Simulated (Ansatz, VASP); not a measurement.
**SiW3: VASP beside Ansatz**

```
CELL_PARAMETERS angstrom
-1.94856 1.94856 4.04589
1.94856 -1.94856 4.04589
1.94856 1.94856 -4.04589
ATOMIC_POSITIONS crystal
Si 0.00000 0.00000 0.00000
W 0.50000 0.50000 0.00000
W 0.25000 0.75000 0.50000
W 0.75000 0.25000 0.50000
```

Alike in both runs: functional PBE; k mesh 6 × 6 × 6; occupations gaussian, width 0.1 eV; no spin polarisation.

Ansatz relaxed the structure, and its values are those at the end. VASP's run is a single point on that final structure, the one shown.

```csv
,VASP,Ansatz
version,VASP 6.6.1,Ansatz 0.2.0
potentials or method,"VASP PAW PBE potentials, release 64 (Si, W_sv), cutoff 520 eV","scalar-relativistic, plane waves, PAW"
valence electrons in the cell,46,46
```

|  | VASP | Ansatz | Ansatz less VASP |
| --- | --- | --- | --- |
| gap on the k mesh at the Fermi level (eV) | none | none | - |
| pressure (GPa) | 0.3 | 0.0 | -0.36 |

A gap of «none» marks a metal or a gap that the smearing closes.

The k mesh is coarse, so the values compare programs but aren't converged. Spin-orbit coupling is off throughout.
